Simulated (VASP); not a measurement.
# Os (P6_3/mmc) in VASP: further runs

The runs below take Os through single point, with PBEsol.

Everything below comes from runs of VASP 6.6.1. Logs are shortened: lines on timing, memory, paths and dates and some standing lists are left out, and cuts for length are marked.

### Step 1. The cell of the first run

The structure is hexagonal, space group P6_3/mmc (No. 194). Conventional cell: a = 2.816 Å, b = 2.816 Å, c = 4.320 Å, α = 90.00°, β = 90.00°, γ = 120.00°. Os (site symmetry -6m2) has 12 Os at 2.70 to 2.82 Å within 3.6 Å.

### Step 2. Single point, PBEsol (equal xx and yy strain of +3 %)

Contents of INCAR:

```
PREC = Accurate
ENCUT = 520
EDIFF = 1E-6
ISMEAR = -1
SIGMA = 0.05
LREAL = F
LASPH = T
NELM = 60
ALGO = Normal
ISIF = 2
LWAVE = F
LCHARG = T
GGA = PS
LELF = T
LVHAR = T
NBANDS = 15
```

Contents of KPOINTS:

```
regular mesh
0
Gamma
  15 15 9
```

Contents of POSCAR:

```
Os
1.0
    2.8161229748      0.0000000000      0.0000000000
   -1.4080614874      2.4388340364      0.0000000000
    0.0000000000      0.0000000000      4.3197000000
Os
2
Direct
    0.3333333333      0.6666666667      0.2500000000
    0.6666666667      0.3333333333      0.7500000000
```

Potentials or basis: VASP PAW PBE potentials, release 64 (Os).

Started as:

```sh
$ cat potpaw_PBE.64/Os/POTCAR > POTCAR
$ mpirun -np 1 vasp_std > vasp.out
```

OUTCAR:

```text
PREC = Accurate
   ENCUT = 520
   EDIFF = 1E-6
   ISMEAR = -1
   LREAL = F
   LASPH = T
   NELM = 60
   ISIF = 2
   GGA = PS

 ion  position               nearest neighbor table
   1  0.333  0.667  0.250-   2 2.70   2 2.70   2 2.70   2 2.70   2 2.70   2 2.70
   2  0.667  0.333  0.750-   1 2.70   1 2.70   1 2.70   1 2.70   1 2.70   1 2.70

  LATTYP: Found a hexagonal cell.
 ALAT       =     2.8161229748
 C/A-ratio  =     1.5339173888

  Lattice vectors:

 A1 = (   2.8161229748,   0.0000000000,   0.0000000000)
 A2 = (  -1.4080614874,   2.4388340364,   0.0000000000)
 A3 = (   0.0000000000,   0.0000000000,   4.3197000000)

Analysis of symmetry for initial positions (statically):
=====================================================================
 Subroutine PRICEL returns:
 Original cell was already a primitive cell.

 Routine SETGRP: Setting up the symmetry group for a
 hexagonal supercell.

 Subroutine GETGRP returns: Found 24 space group operations
 (whereof 12 operations were pure point group operations)
 out of a pool of 24 trial point group operations.

The static configuration has the point symmetry D_3d.
 The point group associated with its full space group is D_6h.

Analysis of symmetry for dynamics (positions and initial velocities):
=====================================================================
 Subroutine PRICEL returns:
 Original cell was already a primitive cell.

 Routine SETGRP: Setting up the symmetry group for a
 hexagonal supercell.

 Subroutine GETGRP returns: Found 24 space group operations
 (whereof 12 operations were pure point group operations)
 out of a pool of 24 trial point group operations.

The dynamic configuration has the point symmetry D_3d.
 The point group associated with its full space group is D_6h.

 Subroutine INISYM returns: Found 24 space group operations
 (whereof 12 operations are pure point group operations),
 and found     1 'primitive' translations

----------------------------------------------------------------------------------------

                                     Primitive cell

  volume of cell :      29.6679

  direct lattice vectors                    reciprocal lattice vectors
     2.816122975  0.000000000  0.000000000     0.355098129  0.205016000  0.000000000
    -1.408061487  2.438834036  0.000000000     0.000000000  0.410032001  0.000000000
     0.000000000  0.000000000  4.319700000     0.000000000  0.000000000  0.231497558

  length of vectors
     2.816122975  2.816122975  4.319700000     0.410032001  0.410032001  0.231497558

  position of ions in fractional coordinates (direct lattice)
     0.333333333  0.666666667  0.250000000
     0.666666667  0.333333333  0.750000000

  ion indices of the primitive-cell ions
   primitive index   ion index
                 1           1
                 2           2

----------------------------------------------------------------------------------------

 KPOINTS: regular mesh

Automatic generation of k-mesh.
 Grid dimensions read from file:
 generate k-points for:   15   15    9

 Generating k-lattice:

  Cartesian coordinates                     Fractional coordinates (reciprocal lattice)
     0.023673209  0.013667733  0.000000000     0.066666667 -0.000000000  0.000000000
     0.000000000  0.027335467  0.000000000     0.000000000  0.066666667  0.000000000
     0.000000000  0.000000000  0.025721951     0.000000000  0.000000000  0.111111111

  Length of vectors
     0.027335467  0.027335467  0.025721951

  Shift w.r.t. Gamma in fractional coordinates (k-lattice)
     0.000000000  0.000000000  0.000000000

 Subroutine IBZKPT returns following result:
 ===========================================

 Found    135 irreducible k-points:

 Following reciprocal coordinates:
            Coordinates               Weight
  0.000000  0.000000  0.000000      1.000000
  0.066667  0.000000  0.000000      6.000000
  0.133333  0.000000  0.000000      6.000000
  0.200000  0.000000  0.000000      6.000000
  0.266667  0.000000  0.000000      6.000000
  0.333333  0.000000  0.000000      6.000000
[... 16 lines left out ...]
  0.333333  0.200000  0.000000     12.000000
  0.400000  0.200000  0.000000      6.000000
 [... further k-points ...]
   k-points           NKPTS =    135   k-points in BZ     NKDIM =    135   number of bands    NBANDS=     15
   number of dos      NEDOS =    301   number of ions     NIONS =      2
   total plane-waves  NPLWV =  18432
   dimension x,y,z NGX =    24 NGY =   24 NGZ =   32
   dimension x,y,z NGXF=    48 NGYF=   48 NGZF=   64
   ions per type =               2
   NGX,Y,Z   is equivalent  to a cutoff of  14.17, 14.17, 12.32 a.u.
   NGXF,Y,Z  is equivalent  to a cutoff of  28.34, 28.34, 24.63 a.u.
 SYSTEM =  unknown system
   PREC   = accura    normal or accurate (medium, high low for compatibility)
   ISTART =      0    job   : 0-new  1-cont  2-samecut
   ICHARG =      2    charge: 1-file 2-atom 10-const
   ISPIN  =      1    spin polarized calculation?
   LNONCOLLINEAR =      F non collinear calculations
   LSORBIT =      F    spin-orbit coupling
   LASPH  =      T    aspherical Exc in radial PAW
   ENCUT  =  520.0 eV  38.22 Ry    6.18 a.u.   5.24  5.24  8.03*2*pi/ulx,y,z
   NELM   =     60;   NELMIN=  2; NELMDL= -5     # of ELM steps
   EDIFF  = 0.1E-05   stopping-criterion for ELM
   LREAL  =      F    real-space projection
   EDIFFG = 0.1E-04   stopping-criterion for IOM
   NSW    =      0    number of steps for IOM
   IBRION =     -1    ionic relax: 0-MD 1-quasi-New 2-CG
   NFREE  =      0    steps in history (QN), initial steepest desc. (CG)
   ISIF   =      2    stress and relaxation
   ISYM   =      2    0-nonsym 1-usesym 2-fastsym
   POTIM  = 0.5000    time-step for ionic-motion
   TEBEG  =    0.0;   TEEND  =   0.0 temperature during run
   PSTRESS=    0.0 pullay stress
   NELECT =      16.0000    total number of electrons
   NUPDOWN=      -1.0000    fix difference up-down
   EMIN   =  10.00;   EMAX   =-10.00  energy-range for DOS
   EFERMI =   0.00;   METHOD = LEGACY
   ISMEAR =    -1;   SIGMA  =   0.05  broadening in eV -4-tet -1-fermi 0-gaus
   EFERMI_NEDOS =   21; number of points for ismear=-14 and -15
   IALGO  =     38    algorithm
   IMIX   =      4    mixing-type and parameters
     AMIX     =   0.40;   BMIX     =  1.00
     AMIX_MAG =   1.60;   BMIX_MAG =  1.00
  volume/ion in A,a.u.               =      14.83       100.10
  Fermi-wavevector in a.u.,A,eV,Ry     =   1.332557  2.518167 24.159963  1.775707
  Thomas-Fermi vector in A             =   2.461482
   LORBIT       =      0    0 simple, 1 ext, 2 COOP (PROOUT), +10 PAW based schemes
   GGA     = PS    functional components
   LHFCALC =     F    Hartree Fock is set to
   AEXX    =    0.0000 exact exchange contribution
   IVDW    =     0    specifies the selected vdW correction
   LEPSILON=     F    determine dielectric tensor
   LRPA    =     F    only Hartree local field effects (RPA)
 non-spin polarized calculation
  energy-cutoff  :      520.00
  volume of cell :       29.67
 maximum number of plane-waves:       811
 NGX is ok and might be reduce to    24
   NGX = 11   NGY = 11   NGZ = 17

 number of electron      15.9999999 magnetization

 Free energy of the ion-electron system (eV)
  ---------------------------------------------------
  ext. energy  EPLUGINS =         0.00000000
  ---------------------------------------------------
  free energy    TOTEN  =       -24.32315455 eV

  energy without entropy =      -24.31213714  energy(sigma->0) =      -24.31764584

 E-fermi :   8.4271     XC(G=0): -13.8182

 val. band max:        8.4198460382   @ k =   0.2667   0.1333   0.1111
 cond. band min:       8.4407343224   @ k =   0.2000   0.1333   0.1111
 fundamental gap:      0.0208882842
 Fermi energy:         8.4271010034

 k-point     1 :       0.0000    0.0000    0.0000
  band No.  band energies     occupation
      1      -2.0234      2.00000
      2       1.1999      2.00000
      3       5.5880      2.00000
      4       5.5880      2.00000
      5       6.1712      2.00000
      6       6.4315      2.00000
      7       6.4315      2.00000
      8       6.7461      2.00000
      9       6.7461      2.00000
     10       8.7695      0.00212
     11       9.9773      0.00000
     12       9.9773      0.00000
     13      17.1650      0.00000
     14      22.3380      0.00000
     15      25.5492      0.00000

 k-point     2 :       0.0667    0.0000    0.0000
  band No.  band energies     occupation
      1      -1.8586      2.00000
      2       1.3405      2.00000
      3       5.2957      2.00000
      4       5.7298      2.00000
      5       6.3313      2.00000
      6       6.4326      2.00000
      7       6.5617      2.00000
      8       6.5697      2.00000
      9       6.6319      2.00000
     10       7.9445      1.99987
     11      10.0626      0.00000
     12      11.0507      0.00000
     13      17.1553      0.00000
     14      22.6608      0.00000
     15      25.7420      0.00000

 k-point     3 :       0.1333    0.0000    0.0000
  band No.  band energies     occupation
      1      -1.3818      2.00000
      2       1.7206      2.00000
      3       4.8106      2.00000
      4       5.8917      2.00000
      5       6.0969      2.00000
      6       6.1468      2.00000
      7       6.3409      2.00000
      8       6.8778      2.00000
      9       6.9429      2.00000
     10       7.2264      2.00000
     11      10.2701      0.00000
     12      12.6709      0.00000
     13      17.0967      0.00000
     14      23.4326      0.00000
     15      26.1583      0.00000
[... 343 lines left out ...]
 k-point    23 :       0.3333    0.2000    0.0000
  band No.  band energies     occupation
      1       2.5294      2.00000
      2       2.5441      2.00000
      3       2.8088      2.00000
      4       4.3208      2.00000
      5       4.9633      2.00000
      6       5.9331      2.00000
      7       6.8917      2.00000
      8       9.3821      0.00000
      9      10.3406      0.00000
     10      10.7278      0.00000
     11      12.1814      0.00000
     12      14.4345      0.00000
     13      16.5889      0.00000
     14      18.6193      0.00000
     15      21.1983      0.00000

 k-point    24 :       0.4000    0.2000    0.0000
  band No.  band energies     occupation
      1       2.4327      2.00000
      2       2.6449      2.00000
      3       2.7278      2.00000
      4       4.5780      2.00000
      5       4.9828      2.00000
      6       5.8256      2.00000
      7       7.0777      2.00000
      8       9.8365      0.00000
      9      10.3081      0.00000
     10      10.7315      0.00000
     11      12.8373      0.00000
     12      13.4273      0.00000
     13      16.1206      0.00000
     14      19.2095      0.00000
     15      21.7841      0.00000

 [... further k-points ...]

------------------------ aborting loop because EDIFF is reached ----------------------------------------

  FORCE on cell =-STRESS in cart. coord.  units (eV):
  Direction    XX          YY          ZZ          XY          YZ          ZX
  --------------------------------------------------------------------------------------
  -------------------------------------------------------------------------------------
  Total       -5.1578808     -5.1578808     -2.7810449      0.0000000     -0.0000000      0.0000000
  in kB     -278.5443997   -278.5443997   -150.1865812      0.0000000     -0.0000000      0.0000000
  external PRESSURE =    -235.7584602 kB  Pullay stress =       0.0000000 kB

 VOLUME and BASIS-vectors are now :
 -----------------------------------------------------------------------------
  energy-cutoff  :      520.00
  volume of cell :       29.67
      direct lattice vectors                 reciprocal lattice vectors
     2.816122975  0.000000000  0.000000000     0.355098129  0.205016000  0.000000000
    -1.408061487  2.438834036  0.000000000     0.000000000  0.410032001  0.000000000
     0.000000000  0.000000000  4.319700000     0.000000000  0.000000000  0.231497558

 POSITION                                       TOTAL-FORCE (eV/Angst)
 -----------------------------------------------------------------------------------
     -0.00000      1.62589      1.07993         0.000000     -0.000000      0.000000
      1.40806      0.81294      3.23977        -0.000000      0.000000      0.000000
 -----------------------------------------------------------------------------------
    total drift:                               -0.000000      0.000000     -0.000000

  FREE ENERGIE OF THE ION-ELECTRON SYSTEM (eV)
  ---------------------------------------------------
  free  energy   TOTEN  =       -24.3231545486 eV

  energy  without entropy=      -24.3121371410  energy(sigma->0) =      -24.31764584
```

Wall time 29 s (1 thread of Intel Xeon Platinum 8375C at 2.90GHz (Ice Lake), shared host); peak memory 0.18 GiB.

What came out:

| Item | Value |
| --- | --- |
| Free energy | -24.3232 eV |
| Pressure | -23.6 GPa |
| Band gap on the k mesh | zero (band 8 reaches 10.13 eV, above the bottom of band 9 at 6.63 eV) |

Stress tensor (GPa, compression positive):
```
-27.85   0.00   0.00
  0.00 -27.85   0.00
  0.00   0.00 -15.02
```

Levels at points of the mesh, in eV from the Fermi level:
```
           k point  band 6  band 7  band 8  band 9  band 10  band 11
(0.00, 0.00, 0.00)   -2.00   -2.00   -1.68   -1.68     0.34     1.55
```

Caveat: the cell differs from its parent crystal (equal xx and yy strain of +3 %); the PAW data sets were made with another functional, which shifts forces and pressure a little; spin-orbit coupling is left out, which moves the levels of the heavy elements.

### Step 3. Single point, PBEsol (volume scaled by 0.94)

Contents of INCAR:

```
PREC = Accurate ; ENCUT = 520
EDIFF = 1E-6 ; ISMEAR = -1
SIGMA = 0.05 ; LREAL = F
LASPH = T ; NELM = 100
ALGO = Normal ; ISIF = 2
LWAVE = F ; LCHARG = F
GGA = PS ; NBANDS = 15
```

Contents of KPOINTS:

```
Automatic mesh
0
Gamma
  15 15 9
```

Contents of POSCAR:

```
Os
1.0
    2.6782863558      0.0000000000      0.0000000000
   -1.3391431780      2.3194640228      0.0000000000
    0.0000000000      0.0000000000      4.2315181138
Os
2
Direct
    0.3333333333      0.6666666667      0.2500000000
    0.6666666667      0.3333333333      0.7500000000
```

Potentials or basis: VASP PAW PBE potentials, release 64 (Os).

Started as:

```sh
$ cat potpaw_PBE.64/Os/POTCAR > POTCAR
$ mpirun -np 1 vasp_std > vasp.out
```

Run time: 33 s. Hardware: 1 thread of AMD EPYC 9R45 (Zen 5), shared host; peak memory 0.14 GiB.

Results (log left out):

```yaml
Free_energy: -24.3645 eV
Pressure: 28.7 GPa
Band_gap_on_the_k_mesh: zero (band 8 reaches 12.60 eV, above the bottom of band 9 at 8.37 eV)
```

Stress tensor (GPa, compression positive):
```
27.84  0.00  0.00
 0.00 27.84  0.00
 0.00  0.00 30.34
```

Levels at points of the mesh, in eV from the Fermi level:
```csv
k point,band 6,band 7,band 8,band 9,band 10,band 11
"(0.00, 0.00, 0.00)",-2.43,-2.43,-1.70,-1.70,0.02,1.87
```

Caveat: the PAW data sets were made with another functional, which shifts forces and pressure a little; spin-orbit coupling is left out, which moves the levels of the heavy elements.

### Step 4. Single point, PBEsol (volume scaled by 0.95)

Contents of INCAR:

```
SYSTEM = Os
PREC = Accurate
ENCUT = 520
EDIFF = 1E-7
ISMEAR = -1
SIGMA = 0.05
LREAL = .False.
LASPH = .True.
NELM = 60
ALGO = Normal
ISIF = 2
LWAVE = .False.
LCHARG = .False.
GGA = PS
NBANDS = 15
```

Contents of KPOINTS:

```
Automatic mesh
0
Gamma
  15 15 9
  0 0 0
```

Contents of POSCAR:

```
Os
1.0
    2.6877503439      0.0000000000      0.0000000000
   -1.3438751720      2.3276600768      0.0000000000
    0.0000000000      0.0000000000      4.2464705989
Os
2
Direct
    0.3333333333      0.6666666667      0.2500000000
    0.6666666667      0.3333333333      0.7500000000
```

Started as:

```sh
$ cat potpaw_PBE.64/Os/POTCAR > POTCAR
$ mpirun -np 1 vasp_std > vasp.out
```

Run time: 37 s. Hardware: 1 thread of AMD EPYC 9R45 (Zen 5), shared host; peak memory 0.14 GiB.

The run converged. Its results:

* Free energy: -24.4094 eV
* Pressure: 22.7 GPa
* Band gap on the k mesh: zero (band 8 reaches 12.39 eV, above the bottom of band 9 at 8.23 eV)

Stress tensor (GPa, compression positive):
```
22.00  0.00  0.00
 0.00 22.00  0.00
 0.00  0.00 24.09
```

Levels at points of the mesh, in eV from the Fermi level:
| k point | band 5 | band 6 | band 7 | band 8 | band 9 | band 10 | band 11 | band 12 |
| --- | --- | --- | --- | --- | --- | --- | --- | --- |
| (0.00, 0.00, 0.00) | -3.03 | -2.39 | -2.39 | -1.68 | -1.68 | 0.02 | 1.84 | 1.84 |

Caveat: the PAW data sets were made with another functional, which shifts forces and pressure a little; spin-orbit coupling is left out, which moves the levels of the heavy elements.

### Step 5. Summary

| cell | gap on the mesh (eV) | pressure (GPa) |
| --- | --- | --- |
| a = 2.816, b = 2.816, c = 4.320 Å, angles 90.0, 90.0, 120.0°, 2 atoms | none | -23.6 |
| a = 2.678, b = 2.678, c = 4.232 Å, angles 90.0, 90.0, 120.0°, 2 atoms | none | 28.7 |
| a = 2.688, b = 2.688, c = 4.246 Å, angles 90.0, 90.0, 120.0°, 2 atoms | none | 22.7 |

Alike in all rows: task single point; level PBEsol; potentials or basis VASP PAW PBE potentials, release 64 (Os); no spin polarisation; k mesh 15 × 15 × 9; cutoff (eV) 520; smearing fermi-dirac 0.05 eV.

Caveats: the PAW data sets were made with another functional, which shifts forces and pressure a little; spin-orbit coupling is left out, which moves the levels of the heavy elements.

Total energies depend on the potentials used, so only differences within one code and one set of settings carry meaning.
